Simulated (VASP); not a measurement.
A run of VASP 6.6.1 is set up as follows.

File POSCAR:

```
C
1.0
    1.2201282715      0.7044413860      6.2787581379
   -1.2201282715      0.7044413860      6.2787581379
    0.0000000000     -1.4088827720      6.2787581379
C
4
Direct
    0.9188543411      0.9188543411      0.9188543411
    0.2521429291      0.2521429291      0.2521429291
    0.7478570709      0.7478570709      0.7478570709
    0.0811456589      0.0811456589      0.0811456589
```

File INCAR.step1:

```
PREC     = Accurate       # precision mode
ENCUT    = 520            # plane-wave cutoff, eV
ISMEAR   = 0              # smearing method
SIGMA    = 0.01           # smearing width, eV
LREAL    = F              # projectors in reciprocal space
LASPH    = T              # aspherical terms in the spheres
NELM     = 80             # most SCF steps
NBANDS   = 16             # bands
GGA      = PE             # functional
ALGO     = Normal         # electronic algorithm
EDIFF    = 1E-4           # SCF threshold, eV
LWAVE    = T              # write WAVECAR
LCHARG   = F              # write CHGCAR
```

File INCAR.step2:

```
PREC     = Accurate       # precision mode
ENCUT    = 520            # plane-wave cutoff, eV
EDIFF    = 1E-7           # SCF threshold, eV
ISMEAR   = 0              # smearing method
SIGMA    = 0.01           # smearing width, eV
LREAL    = F              # projectors in reciprocal space
LASPH    = T              # aspherical terms in the spheres
NELM     = 80             # most SCF steps
ALGO     = Normal         # electronic algorithm
ISIF     = 2              # what is computed and relaxed
LWAVE    = F              # write WAVECAR
LCHARG   = F              # write CHGCAR
METAGGA  = R2SCAN         # meta-GGA
LMIXTAU  = T            
NBANDS   = 16             # bands
ISTART   = 1
```

KPOINTS

```
Automatic mesh
0
Gamma
  18 18 18
```

Potentials or basis: VASP PAW PBE potentials, release 64 (C).

Command:

```console
$ cat potpaw_PBE.64/C/POTCAR > POTCAR
$ cp INCAR.step1 INCAR
$ mpirun -np 1 vasp_std > vasp.out
$ cp INCAR.step2 INCAR
$ mpirun -np 1 vasp_std > vasp.out
```

(1) Predict the pressure.

Answers

(1) 8.7 GPa.

Caveat: the cell stands under pressure; the PAW data sets were made with another functional, which shifts forces and pressure a little.
